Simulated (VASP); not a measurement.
**Cr: single point with PBE**

The system is Cr.

```
Cr
1.0
     2.35472    0.00000    0.00000
     0.00000    2.35472    0.00000
     0.00000    0.00000    2.35472
Cr
1
Direct
  0.00000 0.00000 0.00000
```

```yaml
Program: VASP 6.6.1
Task: single point
Functional: PBE
Potentials_or_basis: VASP PAW PBE potentials, release 64 (Cr_pv)
Cutoff: 500 eV
k_mesh: 23 × 23 × 23
Occupations: fermi-dirac, width 0.0612256 eV
Spin: no spin polarisation
```

- Pressure: -3.7 GPa
- Band gap on the k mesh: zero (band 6 reaches 10.40 eV, above the bottom of band 7 at 8.76 eV)

Levels at points of the mesh, in eV from the Fermi level:
```
           k point  band 2  band 3  band 4  band 5  band 6  band 7  band 8  band 9  band 10  band 11
(0.00, 0.00, 0.00)  -42.55  -42.55   -7.27   -3.09   -3.09    2.40    2.40    2.40     7.51    19.35
```

Run time: 24 s on 1 thread of AMD EPYC 7R13 Processor (Zen 3) (shared host), peak memory 0.13 GiB.

Caveat: the run has no spin polarisation, though such a crystal can be magnetic. Spin polarisation is off, so any magnetic state and its effect on volume and gap are missing.
